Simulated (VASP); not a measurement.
Set up this calculation in VASP 6.6.1, as the native input.

- Task: single point
- Functional: PBE
- Potentials or basis: VASP PAW PBE potentials, release 64 (B, P)
- Cutoff: 500 eV
- k mesh: 6 × 6 × 4
- Occupations: fermi-dirac, width 0.02 eV
- Spin: no spin polarisation
- Dipole correction: no
- Further INCAR settings: ALGO = Normal; EDIFF = 1e-06; NBANDS = 16

The structure of BP lies in POSCAR:

```
BP
1.0
    3.0799086887      0.0000000000      0.0000000000
   -1.5399543444      2.6672791658      0.0000000000
    0.0000000000      0.0000000000      5.0145727567
B P
2 2
Direct
    0.0000000000      0.0000000000      0.0000000000
    0.0000000000      0.0000000000      0.5000000000
    0.3333333333      0.6666666667      0.2500000000
    0.6666666667      0.3333333333      0.7500000000
```

One way to write it, as run:

INCAR

```
PREC = Accurate ; ENCUT = 500
EDIFF = 1E-6 ; ISMEAR = -1
SIGMA = 0.02 ; LREAL = False
LASPH = True ; NELM = 120
ALGO = Normal ; ISIF = 2
LWAVE = False ; LCHARG = False
GGA = PE ; NBANDS = 16
GGA_COMPAT = False
```

KPOINTS

```
regular mesh
0
Gamma
  6 6 4
```

Potentials or basis: VASP PAW PBE potentials, release 64 (B, P).

The run is started by

```sh
$ cat potpaw_PBE.64/B/POTCAR potpaw_PBE.64/P/POTCAR > POTCAR
$ mpirun -np 1 vasp_std > vasp.out
```

Results of the run:

The pressure is 0.3 GPa. The band gap on the k mesh is zero (band 8 reaches 11.01 eV, above the bottom of band 9 at 5.30 eV).

Caveat: the k points lie up to 0.39 Å⁻¹ apart.

It took 5.2 s on 1 thread of Intel(R) Xeon(R) 6975P-C (Granite Rapids) (shared host), peak memory 0.14 GiB.
